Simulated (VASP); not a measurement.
A run of VASP 6.6.1:

The input INCAR:

```
  PREC = Accurate
  ENCUT = 520
  EDIFF = 1E-6
  ISMEAR = 0
  SIGMA = 0.15
  LREAL = F
  LASPH = T
  NELM = 60
  ALGO = Fast
  ISIF = 2
  LWAVE = F
  LCHARG = T
  GGA = PS
  LELF = T
  LVHAR = T
  NBANDS = 18
```

Contents of KPOINTS:

```
Automatic mesh
0
Gamma
  18 18 6
```

Contents of POSCAR:

```
Al3Cu
1.0
    2.8213782549      0.0000000000      0.0000000000
    0.0000000000      2.7379877647      0.0000000000
    0.0000000000      0.0000000000      7.6029571177
Al Cu
3 1
Direct
    0.0000000000      0.0000000000      0.5000000000
    0.5000000000      0.5000000000      0.2206884206
    0.5000000000      0.5000000000      0.7793115794
    0.0000000000      0.0000000000      0.0000000000
```

Potentials or basis: VASP PAW PBE potentials, release 64 (Al, Cu).

The run is started by

```console
$ cat potpaw_PBE.64/Al/POTCAR potpaw_PBE.64/Cu/POTCAR > POTCAR
$ mpirun -np 1 vasp_std > vasp.out
```

Hardware: 1 thread of Intel Xeon 8259CL, on a shared host.

Problem. Estimate the wall time of this run.

Solution. Run time: 13 min on 1 thread of Intel Xeon 8259CL, with other jobs on the host, peak memory 0.49 GiB. Counts: scf iterations 19, k points 400.
